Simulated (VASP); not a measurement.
# KCdCO3F (P-6m2) in VASP: single point with PBE

Aim: the single point of KCdCO3F with PBE.

All numbers are computed with VASP 6.6.1; they aren't measurements. Logs are shortened: lines on timing, memory, paths and dates and some standing lists are left out, and cuts for length are marked.

**1. The cell of the first run**

Symmetry: P-6m2, No. 187, hexagonal system. The conventional cell has a = 5.132 Å, b = 5.132 Å, c = 4.489 Å, α = 90.00°, β = 90.00°, γ = 120.00°. Within 3.8 Å of K (site symmetry -6m2) lie 6 O at 2.80 Å and 3 F at 2.96 Å and 6 Cd at 3.72 Å and 6 C at 3.72 Å. Within 3.0 Å of Cd (site symmetry -6m2) lie 2 F at 2.24 Å and 6 O at 2.57 Å and 3 C at 2.96 Å. C (site symmetry -6m2) has 3 O at 1.29 Å within 1.7 Å. O (site symmetry mm2) has 1 C at 1.29 Å within 1.7 Å. F (site symmetry -6m2) has 2 Cd at 2.24 Å and 3 K at 2.96 Å within 3.0 Å.

**2. Single point, PBE**

INCAR

```
PREC = Accurate ; ENCUT = 700
EDIFF = 1E-6 ; ISMEAR = 0
SIGMA = 0.02 ; LREAL = F
LASPH = T ; NELM = 120
ALGO = Normal ; ISIF = 2
LWAVE = F ; LCHARG = F
GGA = PE ; NBANDS = 38
GGA_COMPAT = F
```

KPOINTS

```
Automatic mesh
0
Gamma
  9 9 10
```

POSCAR

```
KCdCO3F
1.0
    5.1320671306      0.0000000000      0.0000000000
   -2.5660335653      4.4445005090      0.0000000000
    0.0000000000      0.0000000000      4.4894507467
K Cd C O F
1 1 1 3 1
Direct
    0.0000000000      0.0000000000      0.0000000000
    0.6666666667      0.3333333333      0.5000000000
    0.3333333333      0.6666666667      0.5000000000
    0.1878599463      0.3757198926      0.5000000000
    0.1878599463      0.8121400537      0.5000000000
    0.6242801074      0.8121400537      0.5000000000
    0.6666666667      0.3333333333      0.0000000000
```

Potentials or basis: VASP PAW PBE potentials, release 64 (K_sv, Cd_sv_GW, C, O, F).

The run is started by

```sh
cat potpaw_PBE.64/K_sv/POTCAR potpaw_PBE.64/Cd_sv_GW/POTCAR potpaw_PBE.64/C/POTCAR potpaw_PBE.64/O/POTCAR potpaw_PBE.64/F/POTCAR > POTCAR
mpirun -np 1 vasp_std > vasp.out
```

OUTCAR:

```text
PREC = Accurate
   ENCUT = 700
   EDIFF = 1E-6
   ISMEAR = 0
   LREAL = F
   LASPH = T
   NELM = 120
   ISIF = 2
   GGA = PE

 ion  position               nearest neighbor table
   1  0.000  0.000  0.000-   4 2.80   4 2.80   6 2.80   5 2.80   5 2.80   6 2.80
   2  0.667  0.333  0.500-   7 2.24   7 2.24
   3  0.333  0.667  0.500-   5 1.29   4 1.29   6 1.29
   4  0.188  0.376  0.500-   3 1.29   1 2.80   1 2.80
   5  0.188  0.812  0.500-   3 1.29   1 2.80   1 2.80
   6  0.624  0.812  0.500-   3 1.29   1 2.80   1 2.80
   7  0.667  0.333  0.000-   2 2.24   2 2.24

  LATTYP: Found a hexagonal cell.
 ALAT       =     5.1320671306
 C/A-ratio  =     0.8747841040

  Lattice vectors:

 A1 = (   5.1320671306,   0.0000000000,   0.0000000000)
 A2 = (  -2.5660335653,   4.4445005090,   0.0000000000)
 A3 = (   0.0000000000,   0.0000000000,   4.4894507467)

Analysis of symmetry for initial positions (statically):
=====================================================================
 Subroutine PRICEL returns:
 Original cell was already a primitive cell.

 Routine SETGRP: Setting up the symmetry group for a
 hexagonal supercell.

 Subroutine GETGRP returns: Found 12 space group operations
 (whereof 12 operations were pure point group operations)
 out of a pool of 24 trial point group operations.

The static configuration has the point symmetry D_3h.

Analysis of symmetry for dynamics (positions and initial velocities):
=====================================================================
 Subroutine PRICEL returns:
 Original cell was already a primitive cell.

 Routine SETGRP: Setting up the symmetry group for a
 hexagonal supercell.

 Subroutine GETGRP returns: Found 12 space group operations
 (whereof 12 operations were pure point group operations)
 out of a pool of 24 trial point group operations.

The dynamic configuration has the point symmetry D_3h.

 Subroutine INISYM returns: Found 12 space group operations
 (whereof 12 operations are pure point group operations),
 and found     1 'primitive' translations

----------------------------------------------------------------------------------------

                                     Primitive cell

  volume of cell :     102.4020

  direct lattice vectors                    reciprocal lattice vectors
     5.132067131  0.000000000  0.000000000     0.194853258  0.112498581  0.000000000
    -2.566033565  4.444500509  0.000000000     0.000000000  0.224997162  0.000000000
     0.000000000  0.000000000  4.489450747     0.000000000  0.000000000  0.222744397

  length of vectors
     5.132067131  5.132067131  4.489450747     0.224997162  0.224997162  0.222744397

  position of ions in fractional coordinates (direct lattice)
     0.000000000  0.000000000  0.000000000
     0.666666667  0.333333333  0.500000000
     0.333333333  0.666666667  0.500000000
     0.187859946  0.375719893  0.500000000
     0.187859946  0.812140054  0.500000000
     0.624280107  0.812140054  0.500000000
     0.666666667  0.333333333  0.000000000

  ion indices of the primitive-cell ions
   primitive index   ion index
                 1           1
                 2           2
                 3           3
                 4           4
                 5           5
                 6           6
                 7           7

----------------------------------------------------------------------------------------

 KPOINTS: Automatic mesh

Automatic generation of k-mesh.
 Grid dimensions read from file:
 generate k-points for:    9    9   10

 Generating k-lattice:

  Cartesian coordinates                     Fractional coordinates (reciprocal lattice)
     0.021650362  0.012499842  0.000000000     0.111111111  0.000000000  0.000000000
     0.000000000  0.024999685  0.000000000     0.000000000  0.111111111  0.000000000
     0.000000000  0.000000000  0.022274440     0.000000000  0.000000000  0.100000000

  Length of vectors
     0.024999685  0.024999685  0.022274440

  Shift w.r.t. Gamma in fractional coordinates (k-lattice)
     0.000000000  0.000000000  0.000000000

 Subroutine IBZKPT returns following result:
 ===========================================

 Found     72 irreducible k-points:

 Following reciprocal coordinates:
            Coordinates               Weight
  0.000000  0.000000  0.000000      1.000000
  0.111111 -0.000000  0.000000      6.000000
  0.222222 -0.000000  0.000000      6.000000
  0.333333  0.000000  0.000000      6.000000
  0.444444 -0.000000  0.000000      6.000000
  0.111111  0.111111  0.000000      6.000000
[... 16 lines left out ...]
  0.333333  0.222222  0.100000     24.000000
  0.333333  0.333333  0.100000      4.000000
 [... further k-points ...]
   k-points           NKPTS =     72   k-points in BZ     NKDIM =     72   number of bands    NBANDS=     38
   number of dos      NEDOS =    301   number of ions     NIONS =      7
   total plane-waves  NPLWV =  92160
   dimension x,y,z NGX =    48 NGY =   48 NGZ =   40
   dimension x,y,z NGXF=    96 NGYF=   96 NGZF=   80
   ions per type =               1   1   1   3   1
   NGX,Y,Z   is equivalent  to a cutoff of  15.55, 15.55, 14.81 a.u.
   NGXF,Y,Z  is equivalent  to a cutoff of  31.10, 31.10, 29.62 a.u.
 SYSTEM =  unknown system
   PREC   = accura    normal or accurate (medium, high low for compatibility)
   ISTART =      0    job   : 0-new  1-cont  2-samecut
   ICHARG =      2    charge: 1-file 2-atom 10-const
   ISPIN  =      1    spin polarized calculation?
   LNONCOLLINEAR =      F non collinear calculations
   LSORBIT =      F    spin-orbit coupling
   LASPH  =      T    aspherical Exc in radial PAW
   ENCUT  =  700.0 eV  51.45 Ry    7.17 a.u.  11.07 11.07  9.68*2*pi/ulx,y,z
   NELM   =    120;   NELMIN=  2; NELMDL= -5     # of ELM steps
   EDIFF  = 0.1E-05   stopping-criterion for ELM
   LREAL  =      F    real-space projection
   EDIFFG = 0.1E-04   stopping-criterion for IOM
   NSW    =      0    number of steps for IOM
   IBRION =     -1    ionic relax: 0-MD 1-quasi-New 2-CG
   NFREE  =      0    steps in history (QN), initial steepest desc. (CG)
   ISIF   =      2    stress and relaxation
   ISYM   =      2    0-nonsym 1-usesym 2-fastsym
   POTIM  = 0.5000    time-step for ionic-motion
   TEBEG  =    0.0;   TEEND  =   0.0 temperature during run
   PSTRESS=    0.0 pullay stress
   NELECT =      58.0000    total number of electrons
   NUPDOWN=      -1.0000    fix difference up-down
   EMIN   =  10.00;   EMAX   =-10.00  energy-range for DOS
   EFERMI =   0.00;   METHOD = LEGACY
   ISMEAR =     0;   SIGMA  =   0.02  broadening in eV -4-tet -1-fermi 0-gaus
   EFERMI_NEDOS =   21; number of points for ismear=-14 and -15
   IALGO  =     38    algorithm
   IMIX   =      4    mixing-type and parameters
     AMIX     =   0.40;   BMIX     =  1.00
     AMIX_MAG =   1.60;   BMIX_MAG =  1.00
  volume/ion in A,a.u.               =      14.63        98.72
  Fermi-wavevector in a.u.,A,eV,Ry     =   1.354507  2.559648 24.962471  1.834690
  Thomas-Fermi vector in A             =   2.481673
   LORBIT       =      0    0 simple, 1 ext, 2 COOP (PROOUT), +10 PAW based schemes
   GGA     = PE    functional components
   LHFCALC =     F    Hartree Fock is set to
   AEXX    =    0.0000 exact exchange contribution
   IVDW    =     0    specifies the selected vdW correction
   LEPSILON=     F    determine dielectric tensor
   LRPA    =     F    only Hartree local field effects (RPA)
 non-spin polarized calculation
 Gauss-broadening in eV      SIGMA  =   0.02
  energy-cutoff  :      700.00
  volume of cell :      102.40
 maximum number of plane-waves:      4344
 NGX is ok and might be reduce to    48
   NGX = 23   NGY = 23   NGZ = 19

 number of electron      57.9999997 magnetization

 Free energy of the ion-electron system (eV)
  ---------------------------------------------------
  ext. energy  EPLUGINS =         0.00000000
  ---------------------------------------------------
  free energy    TOTEN  =       -39.95143612 eV

  energy without entropy =      -39.95143612  energy(sigma->0) =      -39.95143612

 E-fermi :   0.7898     XC(G=0):  -9.2734

 val. band max:        0.6505306667   @ k =   0.0000   0.0000   0.5000
 cond. band min:       2.4262209989   @ k =   0.0000   0.0000   0.0000
 fundamental gap:      1.7756903322
 Fermi energy:         0.7898206318

 k-point     1 :       0.0000    0.0000    0.0000
  band No.  band energies     occupation
      1     -99.9665      2.00000
      2     -61.0552      2.00000
      3     -61.0552      2.00000
      4     -61.0446      2.00000
      5     -27.0900      2.00000
      6     -21.1644      2.00000
[... 30 lines left out ...]
     37      11.0008      0.00000
     38      11.5941      0.00000

 k-point     2 :       0.1111   -0.0000    0.0000
  band No.  band energies     occupation
      1     -99.9665      2.00000
      2     -61.0552      2.00000
      3     -61.0552      2.00000
      4     -61.0446      2.00000
      5     -27.0897      2.00000
      6     -21.1576      2.00000
[... 30 lines left out ...]
     37      11.0116      0.00000
     38      11.2097      0.00000

 k-point     3 :       0.2222   -0.0000    0.0000
  band No.  band energies     occupation
      1     -99.9665      2.00000
      2     -61.0552      2.00000
      3     -61.0552      2.00000
      4     -61.0447      2.00000
      5     -27.0888      2.00000
      6     -21.1394      2.00000
[... 30 lines left out ...]
     37      10.5592      0.00000
[... 781 lines left out ...]
 k-point    23 :       0.3333    0.2222    0.1000
  band No.  band energies     occupation
      1     -99.9665      2.00000
      2     -61.0552      2.00000
      3     -61.0552      2.00000
      4     -61.0447      2.00000
      5     -27.0862      2.00000
      6     -21.0860      2.00000
[... 30 lines left out ...]
     37      10.9737      0.00000
     38      11.3062      0.00000

 k-point    24 :       0.3333    0.3333    0.1000
  band No.  band energies     occupation
      1     -99.9665      2.00000
      2     -61.0552      2.00000
      3     -61.0552      2.00000
      4     -61.0447      2.00000
      5     -27.0860      2.00000
      6     -21.0795      2.00000
[... 30 lines left out ...]
     37      11.0672      0.00000
     38      11.2426      0.00000

 [... further k-points ...]

------------------------ aborting loop because EDIFF is reached ----------------------------------------

  FORCE on cell =-STRESS in cart. coord.  units (eV):
  Direction    XX          YY          ZZ          XY          YZ          ZX
  --------------------------------------------------------------------------------------
  -------------------------------------------------------------------------------------
  Total        0.3236110      0.3236110     -0.1391400      0.0000000      0.0000000      0.0000000
  in kB        5.0632032      5.0632032     -2.1769781      0.0000000      0.0000000      0.0000000
  external PRESSURE =       2.6498095 kB  Pullay stress =       0.0000000 kB

 VOLUME and BASIS-vectors are now :
 -----------------------------------------------------------------------------
  energy-cutoff  :      700.00
  volume of cell :      102.40
      direct lattice vectors                 reciprocal lattice vectors
     5.132067131  0.000000000  0.000000000     0.194853258  0.112498581  0.000000000
    -2.566033565  4.444500509  0.000000000     0.000000000  0.224997162  0.000000000
     0.000000000  0.000000000  4.489450747     0.000000000  0.000000000  0.222744397

 POSITION                                       TOTAL-FORCE (eV/Angst)
 -----------------------------------------------------------------------------------
      0.00000      0.00000      0.00000         0.000000      0.000000     -0.000000
      2.56603      1.48150      2.24473         0.000000      0.000000     -0.000000
     -0.00000      2.96300      2.24473         0.000000      0.000000     -0.000000
      0.00000      1.66989      2.24473         0.000000     -0.252726      0.000000
     -1.11987      3.60956      2.24473        -0.218868      0.126363     -0.000000
      1.11987      3.60956      2.24473         0.218868      0.126363     -0.000000
      2.56603      1.48150      0.00000         0.000000      0.000000     -0.000000
 -----------------------------------------------------------------------------------
    total drift:                               -0.000001      0.000000      0.000000

  FREE ENERGIE OF THE ION-ELECTRON SYSTEM (eV)
  ---------------------------------------------------
  free  energy   TOTEN  =       -39.9514361240 eV

  energy  without entropy=      -39.9514361240  energy(sigma->0) =      -39.95143612
```

Run time: 4.8 min. Hardware: 1 thread of Intel Xeon 6975P-C (Granite Rapids), shared host; peak memory 0.64 GiB.

Results:

```yaml
Free_energy: -39.9514 eV
Pressure: 0.3 GPa
Largest_force: 0.253 eV/Å
Band_gap_on_the_k_mesh: 1.78 eV
```

Forces in eV/Å, atoms in the order of the input:
```
K    0.000  0.000  0.000
Cd   0.000  0.000  0.000
C    0.000  0.000  0.000
O    0.000 -0.253  0.000
O   -0.219  0.126  0.000
O    0.219  0.126  0.000
F    0.000  0.000  0.000
```

Stress tensor (GPa, compression positive):
```
 0.51  0.00  0.00
 0.00  0.51  0.00
 0.00  0.00 -0.22
```

A k mesh can miss the band edges.
